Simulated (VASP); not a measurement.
# Te2Mo (Fm-3m) in VASP: a series of runs, part 2 of 2

VASP 6.6.1. Earlier steps stand in the parts before.

**4. Single point, HSE06**

Input file POSCAR:

```
Te2Mo
1.0
    0.0000000000      3.3148317929      3.3148317929
    3.3148317929      0.0000000000      3.3148317929
    3.3148317929      3.3148317929      0.0000000000
Mo Te
1 2
Direct
    0.0000000000      0.0000000000      0.0000000000
    0.2500000000      0.2500000000      0.2500000000
    0.7500000000      0.7500000000      0.7500000000
```

Input file INCAR.step1:

```
SYSTEM = Te2Mo
PREC = Accurate
ENCUT = 520
EDIFF = 1E-5
ISMEAR = -1
SIGMA = 0.02
LREAL = .FALSE.
LASPH = .TRUE.
NELM = 80
ALGO = Normal
ISIF = 2
LWAVE = .TRUE.
LCHARG = .FALSE.
GGA = PE
NBANDS = 20
```

Input file INCAR.step2:

```
SYSTEM = Te2Mo
PREC = Accurate
ENCUT = 520
EDIFF = 1E-6
ISMEAR = -1
SIGMA = 0.02
LREAL = .FALSE.
LASPH = .TRUE.
NELM = 80
ALGO = Normal
ISIF = 2
LWAVE = .FALSE.
LCHARG = .FALSE.
GGA = PE
LHFCALC = .TRUE.
HFSCREEN = 0.2079
PRECFOCK = Normal
ISTART = 1
NBANDS = 20
```

Input file KPOINTS:

```
Automatic mesh
0
G
  4 4 4
  0 0 0
```

Started as:

```console
$ cat potpaw_PBE.64/Mo_sv/POTCAR potpaw_PBE.64/Te/POTCAR > POTCAR
$ cp INCAR.step1 INCAR
$ mpirun -np 1 vasp_std > vasp.out
$ cp INCAR.step2 INCAR
$ mpirun -np 1 vasp_std > vasp.out
```

It took 60 min on 1 thread of AMD EPYC, shared host; peak memory 0.3 GiB.

Results (log left out):

```yaml
Free_energy: -19.8427 eV
Pressure: -2.2 GPa
Band_gap_on_the_k_mesh: zero (bands 13 and 14 overlap by 0.83 eV)
```

Levels at points of the mesh, in eV from the Fermi level:
```
           k point  band 9  band 10  band 11  band 12  band 13  band 14  band 15  band 16  band 17  band 18
(0.00, 0.00, 0.00)   -5.51    -0.85    -0.85     0.35     0.35     0.35     4.04     4.04     4.04     4.05
(0.50, 0.00, 0.00)   -3.57    -2.76    -2.76    -2.40    -0.47    -0.47     1.85     3.96     3.96     6.90
(0.50, 0.50, 0.00)   -5.18    -1.88    -1.88    -0.86    -0.23     1.83     2.83     4.57     4.58     4.58
```

Caveat: the k points lie up to 0.41 Å⁻¹ apart, too coarse for converged energies and pressures of a metal; the structure was generated, so it needn't be the stable form of Te2Mo; the PAW data sets were made with another functional, which shifts forces and pressure a little; spin-orbit coupling is left out, which moves the levels of the heavy elements.

**5. Single point, HSE06**

POSCAR is that of step 4.

Input file INCAR.step1:

```
PREC     = Accurate       # precision mode
ENCUT    = 520            # plane-wave cutoff, eV
EDIFF    = 1E-5           # SCF threshold, eV
ISMEAR   = -1             # smearing method
SIGMA    = 0.02           # smearing width, eV
LREAL    = False          # projectors in reciprocal space
LASPH    = True           # aspherical terms in the spheres
NELM     = 80             # most SCF steps
ALGO     = Normal         # electronic algorithm
ISIF     = 2              # what is computed and relaxed
LWAVE    = True           # write WAVECAR
LCHARG   = False          # write CHGCAR
GGA      = PE             # functional
NBANDS   = 20             # bands
```

Input file INCAR.step2:

```
PREC     = Accurate       # precision mode
ENCUT    = 520            # plane-wave cutoff, eV
EDIFF    = 1E-6           # SCF threshold, eV
ISMEAR   = -1             # smearing method
SIGMA    = 0.02           # smearing width, eV
LREAL    = False          # projectors in reciprocal space
LASPH    = True           # aspherical terms in the spheres
NELM     = 80             # most SCF steps
ALGO     = Normal         # electronic algorithm
ISIF     = 2              # what is computed and relaxed
LWAVE    = False          # write WAVECAR
LCHARG   = False          # write CHGCAR
GGA      = PE             # functional
LHFCALC  = True           # exact exchange
HFSCREEN = 0.2079         # screening, 1/A
PRECFOCK = Normal       
ISTART   = 1            
NBANDS   = 20             # bands
```

Input file KPOINTS:

```
Automatic mesh
0
Gamma
  4 4 4
```

Potentials or basis: VASP PAW PBE potentials, release 64 (Mo_sv, Te).

Started as:

```console
$ cat potpaw_PBE.64/Mo_sv/POTCAR potpaw_PBE.64/Te/POTCAR > POTCAR
$ cp INCAR.step1 INCAR
$ mpirun -np 1 vasp_std > vasp.out
$ cp INCAR.step2 INCAR
$ mpirun -np 1 vasp_std > vasp.out
```

OUTCAR:

```text
PREC = Accurate
   ENCUT = 520
   EDIFF = 1E-6
   ISMEAR = -1
   LREAL = False
   LASPH = True
   NELM = 80
   ISIF = 2
   GGA = PE
   LHFCALC = True
   HFSCREEN = 0.2079
   PRECFOCK = Normal
   ISTART = 1

 ion  position               nearest neighbor table
   1  0.000  0.000  0.000-   2 2.87   3 2.87   3 2.87   3 2.87   3 2.87   2 2.87   2 2.87   2 2.87

   2  0.250  0.250  0.250-   1 2.87   1 2.87   1 2.87   1 2.87   3 3.31   3 3.31   3 3.31   3 3.31
                             3 3.31   3 3.31
[... 371 lines left out ...]

  FORCE on cell =-STRESS in cart. coord.  units (eV):
  Direction    XX          YY          ZZ          XY          YZ          ZX
  --------------------------------------------------------------------------------------
  -------------------------------------------------------------------------------------
  Total       -1.0066990     -1.0066990     -1.0066990      0.0000000      0.0000000      0.0000000
  in kB      -22.1409239    -22.1409239    -22.1409239      0.0000000      0.0000000      0.0000000
  external PRESSURE =     -22.1409239 kB  Pullay stress =       0.0000000 kB

 VOLUME and BASIS-vectors are now :
 -----------------------------------------------------------------------------
  energy-cutoff  :      520.00
  volume of cell :       72.85
      direct lattice vectors                 reciprocal lattice vectors
     0.000000000  3.314831793  3.314831793    -0.150837216  0.150837216  0.150837216
     3.314831793  0.000000000  3.314831793     0.150837216 -0.150837216  0.150837216
     3.314831793  3.314831793  0.000000000     0.150837216  0.150837216 -0.150837216

 POSITION                                       TOTAL-FORCE (eV/Angst)
 -----------------------------------------------------------------------------------
      0.00000      0.00000      0.00000         0.000000     -0.000000      0.000000
      1.65742      1.65742      1.65742         0.000000      0.000000      0.000000
      4.97225      4.97225      4.97225        -0.000000     -0.000000     -0.000000
 -----------------------------------------------------------------------------------
    total drift:                                0.000000      0.000000      0.000000

  FREE ENERGIE OF THE ION-ELECTRON SYSTEM (eV)
  ---------------------------------------------------
  free  energy   TOTEN  =       -19.8427310791 eV

  energy  without entropy=      -19.8341527904  energy(sigma->0) =      -19.83844193
```

It took 27 min on 1 thread of Intel Xeon Platinum 8375C at 2.90GHz (Ice Lake), shared host; peak memory 0.33 GiB.

What came out:

* Free energy: -19.8427 eV
* Pressure: -2.2 GPa
* Band gap on the k mesh: zero (bands 13 and 14 overlap by 0.83 eV)

Levels at points of the mesh, in eV from the Fermi level:
| k point | band 11 | band 12 | band 13 | band 14 | band 15 | band 16 |
| --- | --- | --- | --- | --- | --- | --- |
| (0.00, 0.00, 0.00) | -0.85 | 0.35 | 0.35 | 0.35 | 4.04 | 4.04 |
| (0.50, 0.00, 0.00) | -2.76 | -2.40 | -0.47 | -0.47 | 1.85 | 3.96 |
| (0.50, 0.50, 0.00) | -1.88 | -0.86 | -0.23 | 1.83 | 2.83 | 4.57 |

Caveat: the k points lie up to 0.41 Å⁻¹ apart, too coarse for converged energies and pressures of a metal; the structure was generated, so it needn't be the stable form of Te2Mo; the PAW data sets were made with another functional, which shifts forces and pressure a little; spin-orbit coupling is left out, which moves the levels of the heavy elements.

**6. Single point, PBE-based screened hybrid with 30 % exact exchange**

POSCAR is that of step 5.

Input file INCAR.step1:

```
ALGO     = Normal         # electronic algorithm
EDIFF    = 1E-5           # SCF threshold, eV
ENCUT    = 520            # plane-wave cutoff, eV
GGA      = PE             # functional
ISIF     = 2              # what is computed and relaxed
ISMEAR   = -1             # smearing method
LASPH    = True           # aspherical terms in the spheres
LCHARG   = False          # write CHGCAR
LREAL    = False          # projectors in reciprocal space
LWAVE    = True           # write WAVECAR
NBANDS   = 20             # bands
NELM     = 80             # most SCF steps
PREC     = Accurate       # precision mode
SIGMA    = 0.02           # smearing width, eV
```

Input file INCAR.step2:

```
AEXX     = 0.3            # exact-exchange fraction
ALGO     = Normal         # electronic algorithm
EDIFF    = 1E-6           # SCF threshold, eV
ENCUT    = 520            # plane-wave cutoff, eV
GGA      = PE             # functional
HFSCREEN = 0.5            # screening, 1/A
ISIF     = 2              # what is computed and relaxed
ISMEAR   = -1             # smearing method
ISTART   = 1            
LASPH    = True           # aspherical terms in the spheres
LCHARG   = False          # write CHGCAR
LHFCALC  = True           # exact exchange
LREAL    = False          # projectors in reciprocal space
LWAVE    = False          # write WAVECAR
NBANDS   = 20             # bands
NELM     = 80             # most SCF steps
PREC     = Accurate       # precision mode
PRECFOCK = Normal       
SIGMA    = 0.02           # smearing width, eV
```

Input file KPOINTS:

```
k-points
0
Gamma
  4 4 4
```

Potentials or basis: VASP PAW PBE potentials, release 64 (Mo_sv, Te).

Started as:

```console
$ cat potpaw_PBE.64/Mo_sv/POTCAR potpaw_PBE.64/Te/POTCAR > POTCAR
$ cp INCAR.step1 INCAR
$ mpirun -np 1 vasp_std > vasp.out
$ cp INCAR.step2 INCAR
$ mpirun -np 1 vasp_std > vasp.out
```

It took 24 min on 1 thread of Intel Xeon Platinum 8375C at 2.90GHz (Ice Lake), shared host; peak memory 0.33 GiB.

It converged, with:

- Free energy: -18.5236 eV
- Pressure: -1.2 GPa
- Band gap on the k mesh: zero (bands 13 and 14 overlap by 0.77 eV)

Levels at points of the mesh, in eV from the Fermi level:
```csv
k point,band 11,band 12,band 13,band 14,band 15,band 16
"(0.00, 0.00, 0.00)",-0.75,0.34,0.34,0.34,3.78,3.78
"(0.50, 0.00, 0.00)",-2.60,-2.29,-0.41,-0.41,1.64,3.68
"(0.50, 0.50, 0.00)",-1.72,-0.82,-0.14,1.63,2.70,4.30
```

Caveat: the k points lie up to 0.41 Å⁻¹ apart, too coarse for converged energies and pressures of a metal; the structure was generated, so it needn't be the stable form of Te2Mo; the PAW data sets were made with another functional, which shifts forces and pressure a little; spin-orbit coupling is left out, which moves the levels of the heavy elements.

**7. The runs side by side**

| level | spin | smearing | grid for exact exchange (PRECFOCK) | share of exact exchange | screening parameter | gap on the mesh (eV) | pressure (GPa) |
| --- | --- | --- | --- | --- | --- | --- | --- |
| PBEsol | off | gaussian 0.001 eV | - | - | - | none | -2.2 |
| PBEsol | collinear | fermi-dirac 0.02 eV | - | - | - | none | 0.9 |
| HSE06 | off | fermi-dirac 0.02 eV | Normal | 0.25 | 0.2079 1/Å | none | -2.2 |
| PBE-based screened hybrid with 30 % exact exchange | off | fermi-dirac 0.02 eV | Normal | 0.3 | 0.5 1/Å | none | -1.2 |

Alike in all rows: task single point; potentials or basis VASP PAW PBE potentials, release 64 (Mo_sv, Te); cell as given; k mesh 4 × 4 × 4; cutoff (eV) 520.

Caveats: all runs use coarse meshes; the structure was generated, so it needn't be the stable form of Te2Mo; the PAW data sets were made with another functional, which shifts forces and pressure a little; spin-orbit coupling is left out, which moves the levels of the heavy elements.

Total energies depend on the potentials used, so only differences within one code and one set of settings carry meaning.
